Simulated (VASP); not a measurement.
Write the native input for VASP 6.6.1 that does the following.

```yaml
Task: single point
Functional: r2SCAN
Potentials_or_basis: VASP PAW PBE potentials, release 64 (V_sv, N)
Cutoff: 520 eV
k_mesh: 12 × 12 × 12
Occupations: gaussian, width 0.1 eV
Spin: no spin polarisation
Dipole_correction: no
Further_INCAR_settings: ALGO = Normal; EDIFF = 1e-06; NBANDS = 32
```

The system is VN2.

```
V N
1.0
    -2.14647    2.14647    2.45689
     2.14647   -2.14647    2.45689
     2.14647    2.14647   -2.45689
V N
2 4
Direct
  0.25000 0.25000 0.00000
  0.75000 0.75000 0.00000
  0.11408 0.61408 0.72816
  0.61408 0.88592 0.50000
  0.88592 0.38592 0.27184
  0.38592 0.11408 0.50000
```

The input as run:

POSCAR

```
VN2
1.0
   -2.1464680937      2.1464680937      2.4568923196
    2.1464680937     -2.1464680937      2.4568923196
    2.1464680937      2.1464680937     -2.4568923196
V N
2 4
Direct
    0.2500000000      0.2500000000      0.0000000000
    0.7500000000      0.7500000000      0.0000000000
    0.1140815398      0.6140815398      0.7281630797
    0.6140815398      0.8859184602      0.5000000000
    0.8859184602      0.3859184602      0.2718369203
    0.3859184602      0.1140815398      0.5000000000
```

INCAR.step1

```
ALGO = Normal ; EDIFF = 1E-4
ENCUT = 520 ; GGA = PE
ISMEAR = 0 ; LASPH = T
LCHARG = F ; LREAL = F
LWAVE = T ; NBANDS = 32
NELM = 100 ; PREC = Accurate
SIGMA = 0.1
```

INCAR.step2

```
ALGO = Normal ; EDIFF = 1E-6
ENCUT = 520 ; ISIF = 2
ISMEAR = 0 ; ISTART = 1
LASPH = T ; LCHARG = F
LMIXTAU = T ; LREAL = F
LWAVE = F ; METAGGA = R2SCAN
NBANDS = 32 ; NELM = 100
PREC = Accurate ; SIGMA = 0.1
```

KPOINTS

```
k-points
0
Gamma
  12 12 12
```

Potentials or basis: VASP PAW PBE potentials, release 64 (V_sv, N).

Launch:

```console
$ cat potpaw_PBE.64/V_sv/POTCAR potpaw_PBE.64/N/POTCAR > POTCAR
$ cp INCAR.step1 INCAR
$ mpirun -np 1 vasp_std > vasp.out
$ cp INCAR.step2 INCAR
$ mpirun -np 1 vasp_std > vasp.out
```

Results of the run:

```json
{
 "Pressure": "1.5 GPa",
 "Largest force": "0.076 eV/Å",
 "Band gap on the k mesh": "zero (band 23 reaches 11.95 eV, above the bottom of band 24 at 11.48 eV)"
}
```

Caveat: the PAW data sets were made with another functional, which shifts forces and pressure a little; the run has no spin polarisation, though such a crystal can be magnetic.

It took 7.5 min on 1 thread of Intel(R) Xeon(R) 6975P-C (Granite Rapids) (shared host), peak memory 0.3 GiB.
